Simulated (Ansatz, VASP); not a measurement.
## Two plane-wave programs on Pd

File INCAR:

```
PREC = Accurate ; ENCUT = 600
EDIFF = 1E-6 ; ISMEAR = 0
SIGMA = 0.1 ; LREAL = F
LASPH = T ; NELM = 80
ALGO = Normal ; ISIF = 3
LWAVE = F ; LCHARG = F
GGA = PE ; IBRION = 2
NSW = 90 ; EDIFFG = -0.04
```

The input KPOINTS:

```
regular mesh
0
Gamma
  6 6 6
```

Contents of POSCAR:

```
Pd
1.0
    4.6208558455      0.0000000000      0.0000000000
   -2.3104279228      4.0017785495      0.0000000000
    0.0000000000      0.0000000000      2.8327855401
Pd
3
Direct
    0.0000000000      0.0000000000      0.0000000000
    0.3333333333      0.6666666667      0.5000000000
    0.6666666667      0.3333333333      0.5000000000
```

Input for Ansatz:

```yaml
crystal:
  lattice:
    - [4.6208558455, 0.0, 0.0]
    - [-2.3104279228, 4.0017785495, 0.0]
    - [0.0, 0.0, 2.8327855401]
  atoms:
    - { symbol: Pd, position: [0.0, 0.0, 0.0] }
    - { symbol: Pd, position: [0.3333333333, 0.6666666667, 0.5] }
    - { symbol: Pd, position: [0.6666666667, 0.3333333333, 0.5] }
basis:
  ecutwfc: 420
kpoints:
  mp_grid: { grid: [6, 6, 6] }
hamiltonian:
  xc: pbe
scf:
  occupations: { method: gaussian, width: 0.1 }
  lower_state_search: "off"
output:
  forces: true
  stress: true
  eigenvalues: true
relax:
  adjacent_minimum: "off"
  f_tol: 0.04
  max_steps: 70
  cell: { stress_tol: 0.4 }
```

Alike in both runs: task relaxation of cell and atoms; functional PBE; k mesh 6 × 6 × 6; occupations gaussian, width 0.1 eV; no spin polarisation.

```csv
,VASP,Ansatz
version,VASP 6.6.1,Ansatz 0.2.0
potentials or method,"VASP PAW PBE potentials, release 64 (Pd), cutoff 600 eV","scalar-relativistic, plane waves, PAW"
valence electrons in the cell,30,54
```

Ansatz gave:

- gap on the k mesh at the Fermi level, each at its own relaxed structure (eV): none
- relaxed volume (Å³/atom): 15.67
- relaxed cell length with the largest relative difference (Å): 2.693

Q: Which values does VASP return?

A: gap on the k mesh at the Fermi level, each at its own relaxed structure (eV): none; relaxed volume (Å³/atom): 15.62; relaxed cell length with the largest relative difference (Å): 2.689.

A gap of «none» marks a metal or a gap that the smearing closes. VASP's potentials hold 30 valence electrons a cell and Ansatz's 54, so a difference there can come from the potentials and not from the codes.

The k mesh is coarse, so the values compare programs but aren't converged.
